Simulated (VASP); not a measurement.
# Hf3F2 (Pm-3m) in VASP: further runs

Runs on Hf3F2. Level: PBE. Tasks: single point, relaxation of cell and atoms.

Everything below comes from runs of VASP 6.6.1. Logs are shortened: lines on timing, memory, paths and dates and some standing lists are left out, and cuts for length are marked.

**1. The cell of the first run**

The structure is cubic, space group Pm-3m (No. 221). The conventional cell has a = 4.285 Å, b = 4.285 Å, c = 4.285 Å, α = 90.00°, β = 90.00°, γ = 90.00°. Within 2.8 Å of Hf (site symmetry 4/mmm) lie 2 F at 2.14 Å. F (site symmetry m-3m) has 6 Hf at 2.14 Å within 2.8 Å. F (site symmetry m-3m) has 12 Hf at 3.03 Å and 8 F at 3.71 Å within 4.0 Å.

The cell was built from a structure type or drawn by symmetry, and may not be a known phase.

**2. Single point, PBE**

INCAR reads:

```
  PREC = Accurate
  ENCUT = 520
  EDIFF = 1E-6
  ISMEAR = 0
  SIGMA = 0.1
  LREAL = False
  LASPH = True
  NELM = 60
  ALGO = Normal
  ISIF = 2
  LWAVE = False
  LCHARG = False
  GGA = PE
  NBANDS = 30
```

KPOINTS reads:

```
regular mesh
0
Gamma
  4 4 4
```

POSCAR reads:

```
Hf3F2
1.0
    4.2846462100      0.0000000000      0.0000000000
    0.0000000000      4.2846462100      0.0000000000
    0.0000000000      0.0000000000      4.2846462100
Hf F
3 2
Direct
    0.5000000000      0.0000000000      0.0000000000
    0.0000000000      0.5000000000      0.0000000000
    0.0000000000      0.0000000000      0.5000000000
    0.0000000000      0.0000000000      0.0000000000
    0.5000000000      0.5000000000      0.5000000000
```

Potentials or basis: VASP PAW PBE potentials, release 64 (Hf_pv, F).

The run is started by

```
$ cat potpaw_PBE.64/Hf_pv/POTCAR potpaw_PBE.64/F/POTCAR > POTCAR
$ mpirun -np 1 vasp_std > vasp.out
```

OUTCAR:

```text
PREC = Accurate
   ENCUT = 520
   EDIFF = 1E-6
   ISMEAR = 0
   LREAL = False
   LASPH = True
   NELM = 60
   ISIF = 2
   GGA = PE

 ion  position               nearest neighbor table
   1  0.500  0.000  0.000-   4 2.14   4 2.14   2 3.03   3 3.03   2 3.03   2 3.03   3 3.03   3 3.03
                             3 3.03   2 3.03
   2  0.000  0.500  0.000-   4 2.14   4 2.14   1 3.03   3 3.03   1 3.03   3 3.03   3 3.03   3 3.03
                             1 3.03   1 3.03
   3  0.000  0.000  0.500-   4 2.14   4 2.14   1 3.03   1 3.03   2 3.03   2 3.03   2 3.03   2 3.03
                             1 3.03   1 3.03
   4  0.000  0.000  0.000-   1 2.14   2 2.14   3 2.14   3 2.14   2 2.14   1 2.14
   5  0.500  0.500  0.500-

  LATTYP: Found a simple cubic cell.
 ALAT       =     4.2846462100

  Lattice vectors:

 A1 = (   4.2846462100,   0.0000000000,   0.0000000000)
 A2 = (   0.0000000000,   4.2846462100,   0.0000000000)
 A3 = (   0.0000000000,   0.0000000000,   4.2846462100)

Analysis of symmetry for initial positions (statically):
=====================================================================
 Subroutine PRICEL returns:
 Original cell was already a primitive cell.

 Routine SETGRP: Setting up the symmetry group for a
 simple cubic supercell.

 Subroutine GETGRP returns: Found 48 space group operations
 (whereof 48 operations were pure point group operations)
 out of a pool of 48 trial point group operations.

The static configuration has the point symmetry O_h .

Analysis of symmetry for dynamics (positions and initial velocities):
=====================================================================
 Subroutine PRICEL returns:
 Original cell was already a primitive cell.

 Routine SETGRP: Setting up the symmetry group for a
 simple cubic supercell.

 Subroutine GETGRP returns: Found 48 space group operations
 (whereof 48 operations were pure point group operations)
 out of a pool of 48 trial point group operations.

The dynamic configuration has the point symmetry O_h .

 Subroutine INISYM returns: Found 48 space group operations
 (whereof 48 operations are pure point group operations),
 and found     1 'primitive' translations

----------------------------------------------------------------------------------------

                                     Primitive cell

  volume of cell :      78.6584

  direct lattice vectors                    reciprocal lattice vectors
     4.284646210  0.000000000  0.000000000     0.233391499  0.000000000  0.000000000
     0.000000000  4.284646210  0.000000000     0.000000000  0.233391499  0.000000000
     0.000000000  0.000000000  4.284646210     0.000000000  0.000000000  0.233391499

  length of vectors
     4.284646210  4.284646210  4.284646210     0.233391499  0.233391499  0.233391499

  position of ions in fractional coordinates (direct lattice)
     0.500000000  0.000000000  0.000000000
     0.000000000  0.500000000  0.000000000
     0.000000000  0.000000000  0.500000000
     0.000000000  0.000000000  0.000000000
     0.500000000  0.500000000  0.500000000

  ion indices of the primitive-cell ions
   primitive index   ion index
                 1           1
                 2           2
                 3           3
                 4           4
                 5           5

----------------------------------------------------------------------------------------

 KPOINTS: regular mesh

Automatic generation of k-mesh.
 Grid dimensions read from file:
 generate k-points for:    4    4    4

 Generating k-lattice:

  Cartesian coordinates                     Fractional coordinates (reciprocal lattice)
     0.058347875  0.000000000  0.000000000     0.250000000  0.000000000  0.000000000
     0.000000000  0.058347875  0.000000000     0.000000000  0.250000000  0.000000000
     0.000000000  0.000000000  0.058347875     0.000000000  0.000000000  0.250000000

  Length of vectors
     0.058347875  0.058347875  0.058347875

  Shift w.r.t. Gamma in fractional coordinates (k-lattice)
     0.000000000  0.000000000  0.000000000

 Subroutine IBZKPT returns following result:
 ===========================================

 Found     10 irreducible k-points:

 Following reciprocal coordinates:
            Coordinates               Weight
  0.000000  0.000000  0.000000      1.000000
  0.250000  0.000000  0.000000      6.000000
  0.500000  0.000000  0.000000      3.000000
  0.250000  0.250000  0.000000     12.000000
  0.500000  0.250000  0.000000     12.000000
  0.500000  0.500000  0.000000      3.000000
  0.250000  0.250000  0.250000      8.000000
  0.500000  0.250000  0.250000     12.000000
  0.500000  0.500000  0.250000      6.000000
  0.500000  0.500000  0.500000      1.000000
   k-points           NKPTS =     10   k-points in BZ     NKDIM =     10   number of bands    NBANDS=     30
   number of dos      NEDOS =    301   number of ions     NIONS =      5
   total plane-waves  NPLWV =  32768
   dimension x,y,z NGX =    32 NGY =   32 NGZ =   32
   dimension x,y,z NGXF=    64 NGYF=   64 NGZF=   64
   ions per type =               3   2
   NGX,Y,Z   is equivalent  to a cutoff of  12.42, 12.42, 12.42 a.u.
   NGXF,Y,Z  is equivalent  to a cutoff of  24.83, 24.83, 24.83 a.u.
 SYSTEM =  unknown system
   PREC   = accura    normal or accurate (medium, high low for compatibility)
   ISTART =      0    job   : 0-new  1-cont  2-samecut
   ICHARG =      2    charge: 1-file 2-atom 10-const
   ISPIN  =      1    spin polarized calculation?
   LNONCOLLINEAR =      F non collinear calculations
   LSORBIT =      F    spin-orbit coupling
   LASPH  =      T    aspherical Exc in radial PAW
   ENCUT  =  520.0 eV  38.22 Ry    6.18 a.u.   7.97  7.97  7.97*2*pi/ulx,y,z
   NELM   =     60;   NELMIN=  2; NELMDL= -5     # of ELM steps
   EDIFF  = 0.1E-05   stopping-criterion for ELM
   LREAL  =      F    real-space projection
   EDIFFG = 0.1E-04   stopping-criterion for IOM
   NSW    =      0    number of steps for IOM
   IBRION =     -1    ionic relax: 0-MD 1-quasi-New 2-CG
   NFREE  =      0    steps in history (QN), initial steepest desc. (CG)
   ISIF   =      2    stress and relaxation
   ISYM   =      2    0-nonsym 1-usesym 2-fastsym
   POTIM  = 0.5000    time-step for ionic-motion
   TEBEG  =    0.0;   TEEND  =   0.0 temperature during run
   PSTRESS=    0.0 pullay stress
   NELECT =      44.0000    total number of electrons
   NUPDOWN=      -1.0000    fix difference up-down
   EMIN   =  10.00;   EMAX   =-10.00  energy-range for DOS
   EFERMI =   0.00;   METHOD = LEGACY
   ISMEAR =     0;   SIGMA  =   0.10  broadening in eV -4-tet -1-fermi 0-gaus
   EFERMI_NEDOS =   21; number of points for ismear=-14 and -15
   IALGO  =     38    algorithm
   IMIX   =      4    mixing-type and parameters
     AMIX     =   0.40;   BMIX     =  1.00
     AMIX_MAG =   1.60;   BMIX_MAG =  1.00
  volume/ion in A,a.u.               =      15.73       106.16
  Fermi-wavevector in a.u.,A,eV,Ry     =   1.348893  2.549038 24.755959  1.819512
  Thomas-Fermi vector in A             =   2.476524
   LORBIT       =      0    0 simple, 1 ext, 2 COOP (PROOUT), +10 PAW based schemes
   GGA     = PE    functional components
   LHFCALC =     F    Hartree Fock is set to
   AEXX    =    0.0000 exact exchange contribution
   IVDW    =     0    specifies the selected vdW correction
   LEPSILON=     F    determine dielectric tensor
   LRPA    =     F    only Hartree local field effects (RPA)
 non-spin polarized calculation
 Gauss-broadening in eV      SIGMA  =   0.10
  energy-cutoff  :      520.00
  volume of cell :       78.66
 maximum number of plane-waves:      2176
 NGX is ok and might be reduce to    32
   NGX = 15   NGY = 15   NGZ = 15

 number of electron      43.9999970 magnetization

 Free energy of the ion-electron system (eV)
  ---------------------------------------------------
  ext. energy  EPLUGINS =         0.00000000
  ---------------------------------------------------
  free energy    TOTEN  =       -33.67559975 eV

  energy without entropy =      -33.63414000  energy(sigma->0) =      -33.65486987

 E-fermi :   5.4598     XC(G=0): -11.4338

 val. band max:        5.4483761413   @ k =   0.2500   0.2500   0.2500
 cond. band min:       5.5079901758   @ k =   0.5000   0.2500   0.2500
 fundamental gap:      0.0596140345
 Fermi energy:         5.4598174551

 k-point     1 :       0.0000    0.0000    0.0000
  band No.  band energies     occupation
      1     -26.2474      2.00000
      2     -26.2474      2.00000
      3     -26.2474      2.00000
      4     -25.3578      2.00000
      5     -25.3578      2.00000
      6     -25.3578      2.00000
[... 22 lines left out ...]
     29       9.4377      0.00000
     30      11.1313      0.00000

 k-point     2 :       0.2500    0.0000    0.0000
  band No.  band energies     occupation
      1     -26.7408      2.00000
      2     -26.1944      2.00000
      3     -26.1944      2.00000
      4     -25.4987      2.00000
      5     -25.3860      2.00000
      6     -25.3860      2.00000
[... 22 lines left out ...]
     29       9.2897      0.00000
     30       9.2898      0.00000

 k-point     3 :       0.5000    0.0000    0.0000
  band No.  band energies     occupation
      1     -27.0721      2.00000
      2     -26.1327      2.00000
      3     -26.1327      2.00000
      4     -25.5395      2.00000
      5     -25.4359      2.00000
      6     -25.4359      2.00000
[... 22 lines left out ...]
     29       8.3037      0.00000
     30       8.9192      0.00000

 k-point     4 :       0.2500    0.2500    0.0000
  band No.  band energies     occupation
      1     -27.2271      2.00000
      2     -26.1389      2.00000
      3     -25.9108      2.00000
      4     -25.6307      2.00000
      5     -25.4256      2.00000
      6     -25.3963      2.00000
[... 154 lines left out ...]
     29       9.1627      0.00000
     30       9.3662      0.00000

 k-point     9 :       0.5000    0.5000    0.2500
  band No.  band energies     occupation
      1     -28.1522      2.00000
      2     -25.7982      2.00000
      3     -25.6992      2.00000
      4     -25.6935      2.00000
      5     -25.6935      2.00000
      6     -25.4915      2.00000
[... 22 lines left out ...]
     29       9.4052      0.00000
     30       9.7353      0.00000

 k-point    10 :       0.5000    0.5000    0.5000
  band No.  band energies     occupation
      1     -28.4039      2.00000
      2     -25.7954      2.00000
      3     -25.7954      2.00000
      4     -25.7954      2.00000
      5     -25.4908      2.00000
      6     -25.4908      2.00000
[... 22 lines left out ...]
     29       9.5775      0.00000
     30      10.2654      0.00000

------------------------ aborting loop because EDIFF is reached ----------------------------------------

  FORCE on cell =-STRESS in cart. coord.  units (eV):
  Direction    XX          YY          ZZ          XY          YZ          ZX
  --------------------------------------------------------------------------------------
  -------------------------------------------------------------------------------------
  Total        8.6256931      8.6256931      8.6256931     -0.0000000      0.0000000     -0.0000000
  in kB      175.6951123    175.6951123    175.6951123     -0.0000000      0.0000000     -0.0000000
  external PRESSURE =     175.6951123 kB  Pullay stress =       0.0000000 kB

 VOLUME and BASIS-vectors are now :
 -----------------------------------------------------------------------------
  energy-cutoff  :      520.00
  volume of cell :       78.66
      direct lattice vectors                 reciprocal lattice vectors
     4.284646210  0.000000000  0.000000000     0.233391499  0.000000000  0.000000000
     0.000000000  4.284646210  0.000000000     0.000000000  0.233391499  0.000000000
     0.000000000  0.000000000  4.284646210     0.000000000  0.000000000  0.233391499

 POSITION                                       TOTAL-FORCE (eV/Angst)
 -----------------------------------------------------------------------------------
      2.14232      0.00000      0.00000         0.000000      0.000000      0.000000
      0.00000      2.14232      0.00000         0.000000      0.000000      0.000000
      0.00000      0.00000      2.14232         0.000000      0.000000      0.000000
      0.00000      0.00000      0.00000         0.000000      0.000000      0.000000
      2.14232      2.14232      2.14232         0.000000      0.000000      0.000000
 -----------------------------------------------------------------------------------
    total drift:                                0.000000      0.000000     -0.000000

  FREE ENERGIE OF THE ION-ELECTRON SYSTEM (eV)
  ---------------------------------------------------
  free  energy   TOTEN  =       -33.6755997458 eV

  energy  without entropy=      -33.6341400015  energy(sigma->0) =      -33.65486987
```

Run time: 23 s. Hardware: 1 thread of Intel Xeon 8259CL, shared host; peak memory 0.18 GiB.

Results:

```yaml
Free_energy: -33.6756 eV
Pressure: 17.6 GPa
Band_gap_on_the_k_mesh: zero (bands 22 and 23 overlap by 2.69 eV)
```

Caveat: the k points lie up to 0.37 Å⁻¹ apart, too coarse for converged energies and pressures of a metal; spin-orbit coupling is left out, which moves the levels of the heavy elements.

**3. Single point, PBE**

This run uses another cell than the first one, of 18.69 Å³/atom.

INCAR reads:

```
PREC = Accurate ; ENCUT = 520
EDIFF = 1E-6 ; ISMEAR = 0
SIGMA = 0.1 ; LREAL = F
LASPH = T ; NELM = 60
ALGO = Normal ; ISIF = 2
LWAVE = F ; LCHARG = T
GGA = PE ; LELF = T
LVHAR = T ; NBANDS = 30
```

KPOINTS is that of step 2.

Changes to POSCAR since step 2:

```diff
@@ -2,5 +2,5 @@
 1.0
-    4.2846462100      0.0000000000      0.0000000000
-    0.0000000000      4.2846462100      0.0000000000
-    0.0000000000      0.0000000000      4.2846462100
+    4.5378459313      0.0000000000      0.0000000000
+    0.0000000000      4.5378459313      0.0000000000
+    0.0000000000      0.0000000000      4.5378459313
 Hf F
```

Potentials or basis: VASP PAW PBE potentials, release 64 (Hf_pv, F).

The run is started by

```
$ cat potpaw_PBE.64/Hf_pv/POTCAR potpaw_PBE.64/F/POTCAR > POTCAR
$ mpirun -np 1 vasp_std > vasp.out
```

Run time: 33 s. Hardware: 1 thread of Intel Xeon 8259CL, shared host; peak memory 0.21 GiB.

It converged, with:

* Free energy: -34.3364 eV
* Pressure: -0.9 GPa
* Band gap on the k mesh: zero (bands 22 and 23 overlap by 2.27 eV)

Levels at points of the mesh, in eV from the Fermi level:
| k point | band 20 | band 21 | band 22 | band 23 | band 24 | band 25 |
| --- | --- | --- | --- | --- | --- | --- |
| (0.00, 0.00, 0.00) | -1.95 | -1.95 | -1.71 | -1.71 | 0.93 | 2.61 |
| (0.50, 0.00, 0.00) | -1.60 | -0.11 | -0.11 | 0.01 | 0.52 | 1.10 |
| (0.50, 0.50, 0.00) | -0.17 | -0.02 | 0.12 | 0.12 | 0.40 | 0.41 |
| (0.50, 0.50, 0.50) | -1.48 | -1.11 | 0.56 | 0.56 | 0.56 | 2.56 |

Caveat: spin-orbit coupling is left out, which moves the levels of the heavy elements.

[end of part 1 of 2]
